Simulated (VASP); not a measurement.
Set up this calculation in VASP 6.6.1, as the native input.

- Task: relaxation of cell and atoms
- Functional: PBE
- Potentials or basis: VASP PAW PBE potentials, release 64 (Ba_sv, As)
- Cutoff: 600 eV
- k mesh: 8 × 8 × 8
- Occupations: gaussian, width 0.1 eV
- Spin: no spin polarisation
- Dipole correction: no
- Further INCAR settings: ALGO = Fast; EDIFF = 1e-06; IBRION = 2; EDIFFG = -0.01; NSW = 100; ISIF = 3

The structure of BaAs7 lies in POSCAR:

```
BaAs7
1.0
    0.0000000000      4.4650775330      4.4650775330
    4.4650775330      0.0000000000      4.4650775330
    4.4650775330      4.4650775330      0.0000000000
Ba As
1 7
Direct
    0.0000000000      0.0000000000      0.0000000000
    0.5000000000      0.5000000000      0.5000000000
    0.5000000000      0.0000000000      0.0000000000
    0.5000000000      0.0000000000      0.5000000000
    0.0000000000      0.5000000000      0.5000000000
    0.0000000000      0.5000000000      0.0000000000
    0.5000000000      0.5000000000      0.0000000000
    0.0000000000      0.0000000000      0.5000000000
```

The cell was generated, and may not be a known phase.

These files were run (other wordings do the same):

INCAR

```
PREC = Accurate
ENCUT = 600
EDIFF = 1E-6
ISMEAR = 0
SIGMA = 0.1
LREAL = F
LASPH = T
NELM = 60
ALGO = Fast
ISIF = 3
LWAVE = F
LCHARG = F
GGA = PE
IBRION = 2
NSW = 100
EDIFFG = -0.01
```

KPOINTS

```
regular mesh
0
Gamma
  8 8 8
```

Potentials or basis: VASP PAW PBE potentials, release 64 (Ba_sv, As).

Run with:

```bash
$ cat potpaw_PBE.64/Ba_sv/POTCAR potpaw_PBE.64/As/POTCAR > POTCAR
$ mpirun -np 1 vasp_std > vasp.out
```

Results of the run:

```json
{
  "Pressure after relaxing": "0.0 GPa",
  "Band gap on the k mesh": "zero (an odd number of electrons rules out a gap without spin polarisation)"
}
```

Caveat: the relaxation stopped at its first step, so nothing moved; spin-orbit coupling is left out, which moves the levels of the heavy elements.

It took 5.6 min on 1 thread of Oxide Virtual Turin-like Processor, on a shared host, peak memory 0.41 GiB.
